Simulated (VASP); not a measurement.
Runs of VASP 6.6.1 on SnO. The structure is that of space group P4/nmm (No. 129), or close to it. The cells are those of the table. 

```csv
cell,gap on the mesh (eV),pressure (GPa),largest force (eV/Å)
"a = 3.938, b = 3.938, c = 4.465 Å, 4 atoms",0.41,-1.8,0.29
"a = 4.071, b = 4.071, c = 4.465 Å, 4 atoms",0.69,-7.3,0.37
"a = 3.938, b = 3.938, c = 4.750 Å, 4 atoms",0.29,(b),0.61
"a = 3.938, b = 3.938, c = 5.035 Å, 4 atoms",0.24,-9.0,1.52
"a = 4.071, b = 4.071, c = 4.180 Å, 4 atoms",(a),-3.5,0.31
```

Alike in all rows: task single point; level PBEsol; potentials or basis VASP PAW PBE potentials, release 64 (Sn_d, O); no spin polarisation; k mesh 10 × 10 × 8; cutoff (eV) 520; smearing gaussian 0.15 eV.

Task: Estimate the missing entries.

Result: (a) 0.70; (b) -5.9.

Caveats: the PAW data sets were made with another functional, which shifts forces and pressure a little; spin-orbit coupling is left out, which moves the levels of the heavy elements; the cell stands under tension (at least some runs).

A k mesh can miss the band edges, and the runs leave out spin-orbit coupling on Sn.
